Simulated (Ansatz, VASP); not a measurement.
# Two plane-wave programs on CuP

```
Cu P
1.0
     0.00000    2.41783    2.41783
     2.41783    0.00000    2.41783
     2.41783    2.41783    0.00000
Cu P
1 1
Direct
  0.50000 0.50000 0.50000
  0.00000 0.00000 0.00000
```

Alike in both runs: task single point; functional PBEsol; k mesh 12 × 12 × 12; occupations gaussian, width 0.05 eV; no spin polarisation.

|  | VASP | Ansatz |
| --- | --- | --- |
| version | VASP 6.6.1 | Ansatz 0.2.0 |
| potentials or method | VASP PAW PBE potentials, release 64 (Cu, P), cutoff 520 eV | scalar-relativistic, plane waves, PAW |
| valence electrons in the cell | 16 | 24 |

Ansatz gave:

| Quantity | Value |
| --- | --- |
| gap on the k mesh at the Fermi level (eV) | none |
| pressure (GPa) | -4.7 |

Task: Which values does VASP return?

Result: gap on the k mesh at the Fermi level (eV): none; pressure (GPa): -4.4.

VASP's potentials were made for PBE, not for PBEsol. A gap of «none» marks a metal or a gap that the smearing closes. The functional is the same, so the differences come from potentials, cutoffs and numerics. VASP's potentials hold 16 valence electrons a cell and Ansatz's 24, so a difference there can come from the potentials and not from the codes.
